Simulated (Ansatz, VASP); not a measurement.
# WSe2 in VASP and in Ansatz

```
W Se
1.0
     3.27025    0.00000    0.00000
    -1.63513    2.83212    0.00000
     0.00000    0.00000   16.16138
W Se
1 2
Direct
  0.00000 0.00000 0.00000
  0.33333 0.66667 0.10040
  0.33333 0.66667 0.89960
```

Change from the starting cell: strain +0.000 along x and y, -0.030 along z, atoms carried along.

Alike in both runs: task single point; functional PBEsol; k mesh 12 × 12 × 2; occupations gaussian, width 0.05 eV; no spin polarisation.

```csv
,VASP,Ansatz
version,VASP 6.6.1,Ansatz 0.2.0
potentials or method,"VASP PAW PBE potentials, release 64 (W_sv, Se), cutoff 520 eV","scalar-relativistic, plane waves, PAW"
valence electrons in the cell,26,46
```

VASP gave:

| Property | Result |
| --- | --- |
| gap on the k mesh at the Fermi level (eV) | 1.57 |
| least direct gap on the mesh (eV) | 1.57 |
| rms of the force components (eV/Å) | 0.485 |

Q: Which values does Ansatz return?

A: gap on the k mesh at the Fermi level (eV): 1.58; least direct gap on the mesh (eV): 1.58; rms of the force components (eV/Å): 0.451.

VASP's potentials were made for PBE, not for PBEsol. Atom by atom the forces differ by 0.034 eV/Å (rms over components). VASP's potentials hold 26 valence electrons a cell and Ansatz's 46, so a difference there can come from the potentials and not from the codes.

Spin-orbit coupling is off throughout.
